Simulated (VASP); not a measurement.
# BN (Pm) in VASP: notebook

Runs on BN. Level: PBE+D3(BJ). Tasks: single point.

All numbers are computed with VASP 6.6.1; they aren't measurements. Logs are shortened: lines on timing, memory, paths and dates and some standing lists are left out, and cuts for length are marked.

**1. The cell of the first run**

It takes space group Pm (No. 6, monoclinic). The conventional cell has a = 2.536 Å, b = 6.592 Å, c = 2.536 Å, α = 90.00°, β = 117.71°, γ = 90.00°. Within 1.9 Å of B (site symmetry m) lie 3 N at 1.45 to 1.50 Å. B (site symmetry m) has 3 N at 1.45 to 1.50 Å within 1.9 Å. Within 1.9 Å of N (site symmetry m) lie 3 B at 1.45 to 1.50 Å. Within 1.9 Å of N (site symmetry m) lie 3 B at 1.45 to 1.50 Å.

**2. Single point, PBE+D3(BJ) (atoms displaced along a vibrational mode, the cell strained)**

The input, INCAR:

```
SYSTEM = BN
ALGO     = Normal         ! electronic algorithm
EDIFF    = 1E-6           ! SCF threshold, eV
ENCUT    = 520            ! plane-wave cutoff, eV
GGA      = PE             ! functional
ISIF     = 2              ! what is computed and relaxed
ISMEAR   = 1              ! smearing method
IVDW     = 12             ! dispersion correction
LASPH    = .True.         ! aspherical terms in the spheres
LCHARG   = .False.        ! write CHGCAR
LREAL    = .False.        ! projectors in reciprocal space
LWAVE    = .False.        ! write WAVECAR
NBANDS   = 16             ! bands
NELM     = 80             ! most SCF steps
PREC     = Accurate       ! precision mode
SIGMA    = 0.05           ! smearing width, eV
```

The input, KPOINTS:

```
k-points
0
Gamma
  12 12 4
  0 0 0
```

The input, POSCAR:

```
BN
1.0
    2.6231482509      0.0000000000      0.0000000000
   -1.3115741254      2.1703573356      0.0000000000
    0.0000000000      0.0000000000      6.5923998870
B N
2 2
Direct
   -0.1728768184      0.0000000000      0.5000000000
    0.5065098970      0.6666666667      0.0000000000
    0.1723419976      0.0000000000      0.0000000000
    0.4940933386      0.3333333333      0.5000000000
```

Potentials or basis: VASP PAW PBE potentials, release 64 (B, N).

Started as:

```
> cat potpaw_PBE.64/B/POTCAR potpaw_PBE.64/N/POTCAR > POTCAR
> mpirun -np 1 vasp_std > vasp.out
```

OUTCAR:

```text
SYSTEM = BN
   EDIFF = 1E-6
   ENCUT = 520
   GGA = PE
   ISIF = 2
   ISMEAR = 1
   IVDW = 12
   LASPH = .True.
   LREAL = .False.
   NELM = 80
   PREC = Accurate
 IVDW          = 12

 ion  position               nearest neighbor table
   1  0.827  0.000  0.500-   4 1.45   4 1.50   4 1.50
   2  0.507  0.667  0.000-   3 1.45   3 1.50   3 1.50
   3  0.172  0.000  0.000-   2 1.45   2 1.50   2 1.50
   4  0.494  0.333  0.500-   1 1.45   1 1.50   1 1.50

  Warning from LATTYP: Monoclinic adjustment (A1->A3, A2->A1, A3->A2)!
  LATTYP: Found a base centered orthorhombic cell.
 ALAT       =     2.6231482509
 B/A-ratio  =     1.6547729126
 C/A-ratio  =     2.5131632895

  Lattice vectors:

 A1 = (   1.3115741254,  -2.1703573356,   0.0000000000)
 A2 = (   1.3115741255,   2.1703573356,   0.0000000000)
 A3 = (   0.0000000000,   0.0000000000,   6.5923998870)

Analysis of symmetry for initial positions (statically):
=====================================================================
 Subroutine PRICEL returns:
 Original cell was already a primitive cell.

 Routine SETGRP: Setting up the symmetry group for a
 base centered orthorhombic supercell.

 Subroutine GETGRP returns: Found  2 space group operations
 (whereof  2 operations were pure point group operations)
 out of a pool of  8 trial point group operations.

The static configuration has the point symmetry C_1h.

Analysis of symmetry for dynamics (positions and initial velocities):
=====================================================================
 Subroutine PRICEL returns:
 Original cell was already a primitive cell.

 Routine SETGRP: Setting up the symmetry group for a
 base centered orthorhombic supercell.

 Subroutine GETGRP returns: Found  2 space group operations
 (whereof  2 operations were pure point group operations)
 out of a pool of  8 trial point group operations.

The dynamic configuration has the point symmetry C_1h.

 Subroutine INISYM returns: Found  2 space group operations
 (whereof  2 operations are pure point group operations),
 and found     1 'primitive' translations

----------------------------------------------------------------------------------------

                                     Primitive cell

  volume of cell :      37.5316

  direct lattice vectors                    reciprocal lattice vectors
     2.623148251  0.000000000  0.000000000     0.381221305  0.230376810  0.000000000
    -1.311574125  2.170357336  0.000000000     0.000000000  0.460753620  0.000000000
     0.000000000  0.000000000  6.592399887     0.000000000  0.000000000  0.151689827

  length of vectors
     2.623148251  2.535878083  6.592399887     0.445424694  0.460753620  0.151689827

  position of ions in fractional coordinates (direct lattice)
     0.827123182  0.000000000  0.500000000
     0.506509897  0.666666667  0.000000000
     0.172341998  0.000000000  0.000000000
     0.494093339  0.333333333  0.500000000

  ion indices of the primitive-cell ions
   primitive index   ion index
                 1           1
                 2           2
                 3           3
                 4           4

----------------------------------------------------------------------------------------

 KPOINTS: k-points

Automatic generation of k-mesh.
 Grid dimensions read from file:
 generate k-points for:   12   12    4

 Generating k-lattice:

  Cartesian coordinates                     Fractional coordinates (reciprocal lattice)
     0.031768442  0.019198068  0.000000000     0.083333333  0.000000000  0.000000000
     0.000000000  0.038396135  0.000000000     0.000000000  0.083333333  0.000000000
     0.000000000  0.000000000  0.037922457     0.000000000  0.000000000  0.250000000

  Length of vectors
     0.037118725  0.038396135  0.037922457

  Shift w.r.t. Gamma in fractional coordinates (k-lattice)
     0.000000000  0.000000000  0.000000000

 Subroutine IBZKPT returns following result:
 ===========================================

 Found    222 irreducible k-points:

 Following reciprocal coordinates:
            Coordinates               Weight
  0.000000  0.000000  0.000000      1.000000
  0.083333  0.000000  0.000000      2.000000
  0.083333 -0.083333  0.000000      2.000000
  0.166667  0.000000  0.000000      2.000000
  0.166667 -0.166667  0.000000      2.000000
  0.250000 -0.000000  0.000000      2.000000
[... 16 lines left out ...]
  0.416667  0.083333  0.000000      2.000000
  0.416667  0.500000  0.000000      2.000000
 [... further k-points ...]
   k-points           NKPTS =    222   k-points in BZ     NKDIM =    222   number of bands    NBANDS=     16
   number of dos      NEDOS =    301   number of ions     NIONS =      4
   total plane-waves  NPLWV =  20000
   dimension x,y,z NGX =    20 NGY =   20 NGZ =   50
   dimension x,y,z NGXF=    40 NGYF=   40 NGZF=  100
   ions per type =               2   2
   NGX,Y,Z   is equivalent  to a cutoff of  12.68, 13.11, 12.61 a.u.
   NGXF,Y,Z  is equivalent  to a cutoff of  25.35, 26.22, 25.22 a.u.
 SYSTEM =  BN
   PREC   = accura    normal or accurate (medium, high low for compatibility)
   ISTART =      0    job   : 0-new  1-cont  2-samecut
   ICHARG =      2    charge: 1-file 2-atom 10-const
   ISPIN  =      1    spin polarized calculation?
   LNONCOLLINEAR =      F non collinear calculations
   LSORBIT =      F    spin-orbit coupling
   LASPH  =      T    aspherical Exc in radial PAW
   ENCUT  =  520.0 eV  38.22 Ry    6.18 a.u.   4.88  4.72 12.26*2*pi/ulx,y,z
   NELM   =     80;   NELMIN=  2; NELMDL= -5     # of ELM steps
   EDIFF  = 0.1E-05   stopping-criterion for ELM
   LREAL  =      F    real-space projection
   EDIFFG = 0.1E-04   stopping-criterion for IOM
   NSW    =      0    number of steps for IOM
   IBRION =     -1    ionic relax: 0-MD 1-quasi-New 2-CG
   NFREE  =      0    steps in history (QN), initial steepest desc. (CG)
   ISIF   =      2    stress and relaxation
   ISYM   =      2    0-nonsym 1-usesym 2-fastsym
   POTIM  = 0.5000    time-step for ionic-motion
   TEBEG  =    0.0;   TEEND  =   0.0 temperature during run
   PSTRESS=    0.0 pullay stress
   NELECT =      16.0000    total number of electrons
   NUPDOWN=      -1.0000    fix difference up-down
   EMIN   =  10.00;   EMAX   =-10.00  energy-range for DOS
   EFERMI =   0.00;   METHOD = LEGACY
   ISMEAR =     1;   SIGMA  =   0.05  broadening in eV -4-tet -1-fermi 0-gaus
   EFERMI_NEDOS =   21; number of points for ismear=-14 and -15
   IALGO  =     38    algorithm
   IMIX   =      4    mixing-type and parameters
     AMIX     =   0.40;   BMIX     =  1.00
     AMIX_MAG =   1.60;   BMIX_MAG =  1.00
  volume/ion in A,a.u.               =       9.38        63.32
  Fermi-wavevector in a.u.,A,eV,Ry     =   1.232108  2.328347 20.654887  1.518091
  Thomas-Fermi vector in A             =   2.366892
   LORBIT       =      0    0 simple, 1 ext, 2 COOP (PROOUT), +10 PAW based schemes
   GGA     = PE    functional components
   LHFCALC =     F    Hartree Fock is set to
   AEXX    =    0.0000 exact exchange contribution
   IVDW    =    12    specifies the selected vdW correction
   LEPSILON=     F    determine dielectric tensor
   LRPA    =     F    only Hartree local field effects (RPA)
 non-spin polarized calculation
 Methfessel and Paxton  Order N= 1 SIGMA  =   0.05
  energy-cutoff  :      520.00
  volume of cell :       37.53
 maximum number of plane-waves:      1028
   NGX =  9   NGY =  9   NGZ = 25

 number of electron      15.9999997 magnetization

 Free energy of the ion-electron system (eV)
  ---------------------------------------------------
  ext. energy  EPLUGINS =         0.00000000
  ---------------------------------------------------
  free energy    TOTEN  =       -34.94489518 eV

  energy without entropy =      -34.94491092  energy(sigma->0) =      -34.94490043

 E-fermi :   2.3807     XC(G=0):  -9.9762

 val. band max:        2.3407076821   @ k =   0.3333   0.3333   0.0000
 cond. band min:       5.5321312879   @ k =   0.5000   0.5000   0.0000
 fundamental gap:      3.1914236058
 Fermi energy:         2.3806721530

 k-point     1 :       0.0000    0.0000    0.0000
  band No.  band energies     occupation
      1     -15.3624      2.00000
      2     -15.0456      2.00000
      3      -3.8692      2.00000
      4      -1.6340      2.00000
      5       0.5727      2.00000
      6       0.5869      2.00000
[... 8 lines left out ...]
     15      14.2833      0.00000
     16      14.4913      0.00000

 k-point     2 :       0.0833    0.0000    0.0000
  band No.  band energies     occupation
      1     -15.2365      2.00000
      2     -14.9246      2.00000
      3      -3.6961      2.00000
      4      -1.4829      2.00000
      5       0.0210      2.00000
      6       0.0630      2.00000
[... 8 lines left out ...]
     15      14.0370      0.00000
     16      14.5662      0.00000

 k-point     3 :       0.0833   -0.0833    0.0000
  band No.  band energies     occupation
      1     -15.2365      2.00000
      2     -14.9243      2.00000
      3      -3.6968      2.00000
      4      -1.4820      2.00000
      5       0.0146      2.00000
      6       0.0869      2.00000
[... 8 lines left out ...]
     15      14.1053      0.00000
     16      14.5809      0.00000

 k-point     4 :       0.1667    0.0000    0.0000
  band No.  band energies     occupation
      1     -14.8663      2.00000
      2     -14.5691      2.00000
      3      -3.1833      2.00000
      4      -1.3871      2.00000
      5      -1.3058      2.00000
      6      -1.0404      2.00000
[... 8 lines left out ...]
     15      15.0152      0.00000
     16      15.7221      0.00000
[... 324 lines left out ...]
 k-point    22 :       0.3333   -0.4167    0.0000
  band No.  band energies     occupation
      1     -13.0612      2.00000
      2     -12.8433      2.00000
      3      -5.6162      2.00000
      4      -5.3565      2.00000
      5      -1.8394      2.00000
      6      -1.7825      2.00000
[... 8 lines left out ...]
     15      16.8802      0.00000
     16      17.5459      0.00000

 k-point    23 :       0.4167    0.0833    0.0000
  band No.  band energies     occupation
      1     -12.4802      2.00000
      2     -12.3653      2.00000
      3      -6.4886      2.00000
      4      -6.3240      2.00000
      5      -2.1298      2.00000
      6      -2.0528      2.00000
[... 8 lines left out ...]
     15      16.6576      0.00000
     16      19.0814      0.00000

 k-point    24 :       0.4167    0.5000    0.0000
  band No.  band energies     occupation
      1     -12.5100      2.00000
      2     -12.3270      2.00000
      3      -6.5603      2.00000
      4      -6.2575      2.00000
      5      -2.1280      2.00000
      6      -2.0656      2.00000
[... 8 lines left out ...]
     15      16.2573      0.00000
     16      19.0607      0.00000

 [... further k-points ...]

------------------------ aborting loop because EDIFF is reached ----------------------------------------

 Edisp (eV)   -0.54338

 E8    (eV) :    -0.1594

  FORCE on cell =-STRESS in cart. coord.  units (eV):
  Direction    XX          YY          ZZ          XY          YZ          ZX
  --------------------------------------------------------------------------------------
  -------------------------------------------------------------------------------------
  Total      -8.73237    -1.54764     0.31140     0.08360     0.00000     0.00000
  in kB    -372.77346   -66.06686    13.29320     3.56889     0.00000     0.00000
  external pressure =     -141.85 kB  Pullay stress =        0.00 kB

 VOLUME and BASIS-vectors are now :
 -----------------------------------------------------------------------------
  energy-cutoff  :      520.00
  volume of cell :       37.53
      direct lattice vectors                 reciprocal lattice vectors
     2.623148251  0.000000000  0.000000000     0.381221305  0.230376810  0.000000000
    -1.311574125  2.170357336  0.000000000     0.000000000  0.460753620  0.000000000
     0.000000000  0.000000000  6.592399887     0.000000000  0.000000000  0.151689827

 POSITION                                       TOTAL-FORCE (eV/Angst)
 -----------------------------------------------------------------------------------
      2.16967      0.00000      3.29620         0.033639      0.365113      0.000000
      0.45427      1.44690      0.00000        -0.045868      0.397713      0.000000
      0.45208      0.00000      0.00000         0.006164     -0.466151      0.000000
      0.85889      0.72345      3.29620         0.006065     -0.296675      0.000000
 -----------------------------------------------------------------------------------
    total drift:                               -0.000185     -0.000747     -0.000000

  FREE ENERGIE OF THE ION-ELECTRON SYSTEM (eV)
  ---------------------------------------------------
  free  energy   TOTEN  =       -35.4882730264 eV

  energy  without entropy=      -35.4882887705  energy(sigma->0) =      -35.48827827
```

Run time: 49 s. Hardware: 1 thread of Intel Xeon 6975P-C (Granite Rapids), shared host; peak memory 0.24 GiB.

What came out:

```yaml
Free_energy: -35.4883 eV
Pressure: -14.2 GPa
Largest_force: 0.466 eV/Å
Band_gap_on_the_k_mesh: 3.19 eV (least direct gap 3.56 eV)
Dispersion_energy_per_atom: -0.136 eV
```

Forces in eV/Å, atoms in the order of the input:
```
B    0.034  0.365  0.000
B   -0.046  0.398  0.000
N    0.006 -0.466  0.000
N    0.006 -0.297  0.000
```

Caveat: the cell differs from its parent crystal (atoms displaced along a vibrational mode, the cell strained); the cell stands under tension. A k mesh can miss the band edges.

**3. Single point, PBE+D3(BJ) (atoms displaced along a vibrational mode, the cell strained)**

The input, INCAR:

```
SYSTEM = BN
PREC = Accurate
ENCUT = 520
EDIFF = 1E-7
ISMEAR = 1
SIGMA = 0.05
LREAL = .FALSE.
LASPH = .TRUE.
NELM = 80
ALGO = Normal
ISIF = 2
LWAVE = .FALSE.
LCHARG = .FALSE.
GGA = PE
IVDW = 12
NBANDS = 16
```

The input, KPOINTS:

```
regular mesh
0
G
  12 12 4
  0 0 0
```

POSCAR: that of step 2 with these lines changed.

```diff
@@ -2,4 +2,4 @@
 1.0
-    2.6231482509      0.0000000000      0.0000000000
-   -1.3115741254      2.1703573356      0.0000000000
+    2.6815406787      0.0000000000      0.0000000000
+   -1.3407703394      2.1703573356      0.0000000000
     0.0000000000      0.0000000000      6.5923998870
```

Potentials or basis: VASP PAW PBE potentials, release 64 (B, N).

Started as:

```
> cat potpaw_PBE.64/B/POTCAR potpaw_PBE.64/N/POTCAR > POTCAR
> mpirun -np 1 vasp_std > vasp.out
```

Run time: 54 s. Hardware: 1 thread of Intel Xeon 6975P-C (Granite Rapids), shared host; peak memory 0.24 GiB.

Results (log left out):

```
Free energy                : -35.2560 eV
Pressure                   : -19.8 GPa
Largest force              : 0.543 eV/Å
Band gap on the k mesh     : 3.10 eV (least direct gap 3.49 eV)
Dispersion energy per atom : -0.133 eV
```

Forces in eV/Å, atoms in the order of the input:
```
B    0.033  0.437  0.000
B   -0.036  0.473  0.000
N   -0.006 -0.543  0.000
N    0.009 -0.367  0.000
```

Stress tensor (GPa, compression positive):
```
-51.71   0.35   0.00
  0.35  -9.26   0.00
  0.00   0.00   1.44
```

Levels at points of the mesh, in eV from the valence-band top:
| k point | band 6 | band 7 | band 8 | band 9 | band 10 | band 11 |
| --- | --- | --- | --- | --- | --- | --- |
| (0.00, 0.00, 0.00) | -1.79 | -1.64 | -1.63 | 4.83 | 9.42 | 9.46 |
| (0.50, 0.00, 0.00) | -3.90 | -1.72 | -1.00 | 3.74 | 5.17 | 8.65 |
| (0.50, 0.50, 0.00) | -3.92 | -1.97 | -0.56 | 3.10 | 5.71 | 8.65 |
| (0.00, 0.50, 0.00) | -4.79 | -1.13 | -0.49 | 3.90 | 5.17 | 6.98 |
| (0.00, 0.00, 0.50) | -1.79 | -1.64 | -1.63 | 6.96 | 6.97 | 9.81 |
| (0.50, 0.00, 0.50) | -3.91 | -1.31 | -1.28 | 4.09 | 4.17 | 9.09 |
| (0.50, 0.50, 0.50) | -3.93 | -1.32 | -1.31 | 4.15 | 4.18 | 9.17 |
| (0.00, 0.50, 0.50) | -4.81 | -0.76 | -0.74 | 4.20 | 4.30 | 7.26 |

Caveat: the cell differs from its parent crystal (atoms displaced along a vibrational mode, the cell strained); the cell stands under tension.

(Part 1 of 2 ends here.)
